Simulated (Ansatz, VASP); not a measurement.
**MgO: VASP beside Ansatz**

The input POSCAR:

```
MgO
1.0
    0.0000000000      2.1351500000      2.1351500000
    2.1351500000      0.0000000000      2.1351500000
    2.1351500000      2.1351500000      0.0000000000
Mg O
1 1
Direct
    0.0000000000      0.0000000000      0.0000000000
    0.5117087792      0.5117087792      0.4882912208
```

Contents of INCAR.step1:

```
PREC = Accurate
ENCUT = 750
ISMEAR = 0
SIGMA = 0.05
LREAL = F
LASPH = T
NELM = 120
NBANDS = 15
GGA = PE
ALGO = Normal
EDIFF = 1E-5
LWAVE = T
LCHARG = F
GGA_COMPAT = F
```

The input INCAR.step2:

```
PREC = Accurate
ENCUT = 750
EDIFF = 1E-6
ISMEAR = 0
SIGMA = 0.05
LREAL = F
LASPH = T
NELM = 120
ALGO = Normal
ISIF = 2
LWAVE = F
LCHARG = F
METAGGA = R2SCAN
LMIXTAU = T
NBANDS = 15
ISTART = 1
GGA_COMPAT = F
```

File KPOINTS:

```
Automatic mesh
0
Gamma
  10 10 10
```

Input for Ansatz:

```yaml
crystal:
  lattice:
    - [0.0, 2.13515, 2.13515]
    - [2.13515, 0.0, 2.13515]
    - [2.13515, 2.13515, 0.0]
  atoms:
    - { symbol: Mg, position: [0.0, 0.0, 0.0] }
    - { symbol: O, position: [0.5117087792, 0.5117087792, 0.4882912208] }
basis:
  ecutwfc: 500
kpoints:
  mp_grid: { grid: [10, 10, 10] }
hamiltonian:
  xc: r2scan
scf:
  occupations: { method: gaussian, width: 0.05 }
output:
  forces: true
  stress: true
  eigenvalues: true
```

Change from the starting cell: all O atoms moved -0.050 Å, as atom 2 towards its neighbour atom 1 (Mg) at 2.135 Å.

Alike in both runs: task single point; functional r2SCAN; k mesh 10 × 10 × 10; occupations gaussian, width 0.05 eV; no spin polarisation.

|  | VASP | Ansatz |
| --- | --- | --- |
| version | VASP 6.6.1 | Ansatz 0.2.0 |
| potentials or method | VASP PAW PBE potentials, release 64 (Mg_sv, O), cutoff 750 eV | scalar-relativistic, plane waves, PAW |
| valence electrons in the cell | 16 | 16 |

Ansatz gave:

* gap on the k mesh at the Fermi level (eV): 5.22
* least direct gap on the mesh (eV): 5.22
* pressure (GPa): -6.9
* traceless stress, the component that is largest in VASP (GPa): 0.51
* rms of the force components (eV/Å): 0.131

**Question.** What did VASP give for the same quantities?

**Answer.** gap on the k mesh at the Fermi level (eV): 5.24; least direct gap on the mesh (eV): 5.24; pressure (GPa): -6.8; traceless stress, the component that is largest in VASP (GPa): 0.51; rms of the force components (eV/Å): 0.135.

VASP's potentials were made for PBE, not for r2SCAN. Atom by atom the forces differ by 0.003 eV/Å (rms over components). With one functional, cell and mesh, what is left measures potentials, basis and numerics.
